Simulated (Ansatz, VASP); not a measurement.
**HfO2 in VASP and in Ansatz**

```
Hf O
1.0
     5.52311    0.00000    0.00000
    -2.76156    4.78316    0.00000
     0.00000    0.00000    2.85290
Hf O
2 4
Direct
  0.33333 0.66667 0.50000
  0.66667 0.33333 0.50000
  0.50003 0.00000 0.00000
  0.00000 0.50003 0.00000
  0.49997 0.49997 0.00000
  0.00000 0.00000 0.00000
```

Alike in both runs: functional PBE; k mesh 6 × 6 × 4; occupations gaussian, width 0.1 eV; no spin polarisation.

Ansatz relaxed the structure, and its values are those at the end. VASP's run is a single point on that final structure, the one shown.

|  | VASP | Ansatz |
| --- | --- | --- |
| version | VASP 6.6.1 | Ansatz 0.2.0 |
| potentials or method | VASP PAW PBE potentials, release 64 (Hf_pv, O), cutoff 520 eV | scalar-relativistic, plane waves, PAW |
| valence electrons in the cell | 44 | 76 |

Ansatz gave:

- gap on the k mesh at the Fermi level (eV): none
- pressure (GPa): 0.2

What did VASP give for the same quantities?

gap on the k mesh at the Fermi level (eV): none; pressure (GPa): -2.3.

A gap of «none» marks a metal or a gap that the smearing closes. With one functional, cell and mesh, what is left measures potentials, basis and numerics. VASP's potentials hold 44 valence electrons a cell and Ansatz's 76, so a difference there can come from the potentials and not from the codes.

The k mesh is coarse, so the values compare programs but aren't converged. Spin-orbit coupling is off throughout.
